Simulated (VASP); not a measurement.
# LiBPt (P4/mmm) in VASP: single point with PBE

Aim: the single point of LiBPt with PBE.

Program: VASP 6.6.1. These are calculated values, not measurements. Logs are shortened: lines on timing, memory, paths and dates and some standing lists are left out, and cuts for length are marked.

**1. The cell of the first run**

It takes space group P4/mmm (No. 123, tetragonal). The conventional cell has a = 3.566 Å, b = 3.566 Å, c = 4.015 Å, α = 90.00°, β = 90.00°, γ = 90.00°. Within 3.3 Å of Li (site symmetry 4/mmm) lie 4 Pt at 2.52 Å and 8 B at 3.22 Å. Within 2.7 Å of B (site symmetry 4/mmm) lie 2 Pt at 2.01 Å. Within 2.7 Å of Pt (site symmetry 4/mmm) lie 2 B at 2.01 Å and 4 Li at 2.52 Å.

The cell was generated, and may not be a known phase.

**2. Single point, PBE**

INCAR

```
SYSTEM = LiBPt
  PREC = Accurate
  ENCUT = 880
  EDIFF = 1E-6
  ISMEAR = 0
  SIGMA = 0.1
  LREAL = .FALSE.
  LASPH = .TRUE.
  NELM = 120
  ALGO = Normal
  ISIF = 2
  LWAVE = .FALSE.
  LCHARG = .FALSE.
  GGA = PE
  NBANDS = 19
  GGA_COMPAT = .FALSE.
```

KPOINTS

```
regular mesh
0
G
  6 6 6
  0 0 0
```

POSCAR

```
LiBPt
1.0
    3.5655796327      0.0000000000      0.0000000000
    0.0000000000      3.5655796327      0.0000000000
    0.0000000000      0.0000000000      4.0145715374
Li B Pt
1 1 1
Direct
    0.0000000000      0.0000000000      0.0000000000
    0.5000000000      0.5000000000      0.5000000000
    0.5000000000      0.5000000000      0.0000000000
```

Potentials or basis: VASP PAW PBE potentials, release 64 (Li_sv, B, Pt_sv_GW).

Run with:

```
cat potpaw_PBE.64/Li_sv/POTCAR potpaw_PBE.64/B/POTCAR potpaw_PBE.64/Pt_sv_GW/POTCAR > POTCAR
mpirun -np 1 vasp_std > vasp.out
```

OUTCAR:

```text
SYSTEM = LiBPt
   PREC = Accurate
   ENCUT = 880
   EDIFF = 1E-6
   ISMEAR = 0
   LREAL = .FALSE.
   LASPH = .TRUE.
   NELM = 120
   ISIF = 2
   GGA = PE

 ion  position               nearest neighbor table
   1  0.000  0.000  0.000-   3 2.52   3 2.52   3 2.52   3 2.52
   2  0.500  0.500  0.500-   3 2.01   3 2.01
   3  0.500  0.500  0.000-   2 2.01   2 2.01   1 2.52   1 2.52   1 2.52   1 2.52

  LATTYP: Found a simple tetragonal cell.
 ALAT       =     3.5655796327
 C/A-ratio  =     1.1259239593

  Lattice vectors:

 A1 = (   3.5655796327,   0.0000000000,   0.0000000000)
 A2 = (   0.0000000000,   3.5655796327,   0.0000000000)
 A3 = (   0.0000000000,   0.0000000000,   4.0145715374)

Analysis of symmetry for initial positions (statically):
=====================================================================
 Subroutine PRICEL returns:
 Original cell was already a primitive cell.

 Routine SETGRP: Setting up the symmetry group for a
 simple tetragonal supercell.

 Subroutine GETGRP returns: Found 16 space group operations
 (whereof 16 operations were pure point group operations)
 out of a pool of 16 trial point group operations.

The static configuration has the point symmetry D_4h.

Analysis of symmetry for dynamics (positions and initial velocities):
=====================================================================
 Subroutine PRICEL returns:
 Original cell was already a primitive cell.

 Routine SETGRP: Setting up the symmetry group for a
 simple tetragonal supercell.

 Subroutine GETGRP returns: Found 16 space group operations
 (whereof 16 operations were pure point group operations)
 out of a pool of 16 trial point group operations.

The dynamic configuration has the point symmetry D_4h.

 Subroutine INISYM returns: Found 16 space group operations
 (whereof 16 operations are pure point group operations),
 and found     1 'primitive' translations

----------------------------------------------------------------------------------------

                                     Primitive cell

  volume of cell :      51.0387

  direct lattice vectors                    reciprocal lattice vectors
     3.565579633  0.000000000  0.000000000     0.280459309  0.000000000  0.000000000
     0.000000000  3.565579633  0.000000000     0.000000000  0.280459309  0.000000000
     0.000000000  0.000000000  4.014571537     0.000000000  0.000000000  0.249092585

  length of vectors
     3.565579633  3.565579633  4.014571537     0.280459309  0.280459309  0.249092585

  position of ions in fractional coordinates (direct lattice)
     0.000000000  0.000000000  0.000000000
     0.500000000  0.500000000  0.500000000
     0.500000000  0.500000000  0.000000000

  ion indices of the primitive-cell ions
   primitive index   ion index
                 1           1
                 2           2
                 3           3

----------------------------------------------------------------------------------------

 KPOINTS: regular mesh

Automatic generation of k-mesh.
 Grid dimensions read from file:
 generate k-points for:    6    6    6

 Generating k-lattice:

  Cartesian coordinates                     Fractional coordinates (reciprocal lattice)
     0.046743218  0.000000000  0.000000000     0.166666667  0.000000000  0.000000000
     0.000000000  0.046743218  0.000000000     0.000000000  0.166666667  0.000000000
     0.000000000  0.000000000  0.041515431     0.000000000  0.000000000  0.166666667

  Length of vectors
     0.046743218  0.046743218  0.041515431

  Shift w.r.t. Gamma in fractional coordinates (k-lattice)
     0.000000000  0.000000000  0.000000000

 Subroutine IBZKPT returns following result:
 ===========================================

 Found     40 irreducible k-points:

 Following reciprocal coordinates:
            Coordinates               Weight
  0.000000  0.000000  0.000000      1.000000
  0.166667  0.000000  0.000000      4.000000
  0.333333  0.000000  0.000000      4.000000
  0.500000  0.000000  0.000000      2.000000
  0.166667  0.166667  0.000000      4.000000
  0.333333  0.166667  0.000000      8.000000
[... 16 lines left out ...]
  0.333333  0.000000  0.333333      8.000000
  0.500000  0.000000  0.333333      4.000000
 [... further k-points ...]
   k-points           NKPTS =     40   k-points in BZ     NKDIM =     40   number of bands    NBANDS=     19
   number of dos      NEDOS =    301   number of ions     NIONS =      3
   total plane-waves  NPLWV =  51840
   dimension x,y,z NGX =    36 NGY =   36 NGZ =   40
   dimension x,y,z NGXF=    72 NGYF=   72 NGZF=   80
   ions per type =               1   1   1
   NGX,Y,Z   is equivalent  to a cutoff of  16.79, 16.79, 16.56 a.u.
   NGXF,Y,Z  is equivalent  to a cutoff of  33.57, 33.57, 33.13 a.u.
 SYSTEM =  LiBPt
   PREC   = accura    normal or accurate (medium, high low for compatibility)
   ISTART =      0    job   : 0-new  1-cont  2-samecut
   ICHARG =      2    charge: 1-file 2-atom 10-const
   ISPIN  =      1    spin polarized calculation?
   LNONCOLLINEAR =      F non collinear calculations
   LSORBIT =      F    spin-orbit coupling
   LASPH  =      T    aspherical Exc in radial PAW
   ENCUT  =  880.0 eV  64.68 Ry    8.04 a.u.   8.62  8.62  9.71*2*pi/ulx,y,z
   NELM   =    120;   NELMIN=  2; NELMDL= -5     # of ELM steps
   EDIFF  = 0.1E-05   stopping-criterion for ELM
   LREAL  =      F    real-space projection
   EDIFFG = 0.1E-04   stopping-criterion for IOM
   NSW    =      0    number of steps for IOM
   IBRION =     -1    ionic relax: 0-MD 1-quasi-New 2-CG
   NFREE  =      0    steps in history (QN), initial steepest desc. (CG)
   ISIF   =      2    stress and relaxation
   ISYM   =      2    0-nonsym 1-usesym 2-fastsym
   POTIM  = 0.5000    time-step for ionic-motion
   TEBEG  =    0.0;   TEEND  =   0.0 temperature during run
   PSTRESS=    0.0 pullay stress
   NELECT =      24.0000    total number of electrons
   NUPDOWN=      -1.0000    fix difference up-down
   EMIN   =  10.00;   EMAX   =-10.00  energy-range for DOS
   EFERMI =   0.00;   METHOD = LEGACY
   ISMEAR =     0;   SIGMA  =   0.10  broadening in eV -4-tet -1-fermi 0-gaus
   EFERMI_NEDOS =   21; number of points for ismear=-14 and -15
   IALGO  =     38    algorithm
   IMIX   =      4    mixing-type and parameters
     AMIX     =   0.40;   BMIX     =  1.00
     AMIX_MAG =   1.60;   BMIX_MAG =  1.00
  volume/ion in A,a.u.               =      17.01       114.81
  Fermi-wavevector in a.u.,A,eV,Ry     =   1.273050  2.405715 22.050363  1.620656
  Thomas-Fermi vector in A             =   2.405895
   LORBIT       =      0    0 simple, 1 ext, 2 COOP (PROOUT), +10 PAW based schemes
   GGA     = PE    functional components
   LHFCALC =     F    Hartree Fock is set to
   AEXX    =    0.0000 exact exchange contribution
   IVDW    =     0    specifies the selected vdW correction
   LEPSILON=     F    determine dielectric tensor
   LRPA    =     F    only Hartree local field effects (RPA)
 non-spin polarized calculation
 Gauss-broadening in eV      SIGMA  =   0.10
  energy-cutoff  :      880.00
  volume of cell :       51.04
 maximum number of plane-waves:      3060
 NGX is ok and might be reduce to    36
   NGX = 17   NGY = 17   NGZ = 19

 number of electron      24.0000004 magnetization

 Free energy of the ion-electron system (eV)
  ---------------------------------------------------
  ext. energy  EPLUGINS =         0.00000000
  ---------------------------------------------------
  free energy    TOTEN  =       -13.94019294 eV

  energy without entropy =      -13.93612665  energy(sigma->0) =      -13.93815980

 E-fermi :   2.7828     XC(G=0):  -9.4940

 val. band max:        2.7738613726   @ k =   0.3333   0.3333   0.0000
 cond. band min:       2.8806618405   @ k =   0.5000   0.3333   0.1667
 fundamental gap:      0.1068004679
 Fermi energy:         2.7828427204

 k-point     1 :       0.0000    0.0000    0.0000
  band No.  band energies     occupation
      1     -95.2838      2.00000
      2     -49.8146      2.00000
      3     -49.2235      2.00000
      4     -49.2235      2.00000
      5     -42.3235      2.00000
      6      -5.7916      2.00000
[... 11 lines left out ...]
     18      11.4493      0.00000
     19      11.4493      0.00000

 k-point     2 :       0.1667    0.0000    0.0000
  band No.  band energies     occupation
      1     -95.2838      2.00000
      2     -49.8144      2.00000
      3     -49.2265      2.00000
      4     -49.2232      2.00000
      5     -42.3224      2.00000
      6      -5.6592      2.00000
[... 11 lines left out ...]
     18      11.9628      0.00000
     19      12.1366      0.00000

 k-point     3 :       0.3333    0.0000    0.0000
  band No.  band energies     occupation
      1     -95.2837      2.00000
      2     -49.8140      2.00000
      3     -49.2327      2.00000
      4     -49.2228      2.00000
      5     -42.3203      2.00000
      6      -5.3725      2.00000
[... 11 lines left out ...]
     18      12.7405      0.00000
     19      13.2027      0.00000

 k-point     4 :       0.5000    0.0000    0.0000
  band No.  band energies     occupation
      1     -95.2836      2.00000
      2     -49.8138      2.00000
      3     -49.2358      2.00000
      4     -49.2226      2.00000
      5     -42.3193      2.00000
      6      -5.2154      2.00000
[... 407 lines left out ...]
     18      13.3695      0.00000
     19      13.9947      0.00000

 k-point    23 :       0.3333    0.0000    0.3333
  band No.  band energies     occupation
      1     -95.2837      2.00000
      2     -49.8123      2.00000
      3     -49.2325      2.00000
      4     -49.2226      2.00000
      5     -42.3202      2.00000
      6      -4.1876      2.00000
[... 11 lines left out ...]
     18      13.5100      0.00000
     19      14.1398      0.00000

 k-point    24 :       0.5000    0.0000    0.3333
  band No.  band energies     occupation
      1     -95.2837      2.00000
      2     -49.8121      2.00000
      3     -49.2355      2.00000
      4     -49.2224      2.00000
      5     -42.3192      2.00000
      6      -4.0353      2.00000
[... 11 lines left out ...]
     18      14.1982      0.00000
     19      14.5939      0.00000

 [... further k-points ...]

------------------------ aborting loop because EDIFF is reached ----------------------------------------

  FORCE on cell =-STRESS in cart. coord.  units (eV):
  Direction    XX          YY          ZZ          XY          YZ          ZX
  --------------------------------------------------------------------------------------
  -------------------------------------------------------------------------------------
  Total       -0.0333748     -0.0333748     -0.0447239      0.0000000      0.0000000      0.0000000
  in kB       -1.0476817     -1.0476817     -1.4039477      0.0000000      0.0000000      0.0000000
  external PRESSURE =      -1.1664370 kB  Pullay stress =       0.0000000 kB

 VOLUME and BASIS-vectors are now :
 -----------------------------------------------------------------------------
  energy-cutoff  :      880.00
  volume of cell :       51.04
      direct lattice vectors                 reciprocal lattice vectors
     3.565579633  0.000000000  0.000000000     0.280459309  0.000000000  0.000000000
     0.000000000  3.565579633  0.000000000     0.000000000  0.280459309  0.000000000
     0.000000000  0.000000000  4.014571537     0.000000000  0.000000000  0.249092585

 POSITION                                       TOTAL-FORCE (eV/Angst)
 -----------------------------------------------------------------------------------
      0.00000      0.00000      0.00000         0.000000      0.000000      0.000000
      1.78279      1.78279      2.00729         0.000000      0.000000      0.000000
      1.78279      1.78279      0.00000         0.000000      0.000000      0.000000
 -----------------------------------------------------------------------------------
    total drift:                                0.000000      0.000000     -0.000000

  FREE ENERGIE OF THE ION-ELECTRON SYSTEM (eV)
  ---------------------------------------------------
  free  energy   TOTEN  =       -13.9401929442 eV

  energy  without entropy=      -13.9361266527  energy(sigma->0) =      -13.93815980
```

Run time: 35 s. Hardware: 1 thread of Intel Xeon 6975P-C (Granite Rapids), shared host; peak memory 0.28 GiB.

What came out:

- Free energy: -13.9402 eV
- Pressure: -0.1 GPa
- Band gap on the k mesh: zero (bands 12 and 13 overlap by 1.02 eV)

Caveat: spin-orbit coupling is left out, which moves the levels of the heavy elements.

The gap in the log of VASP goes by the Fermi energy; the results here count the filled bands.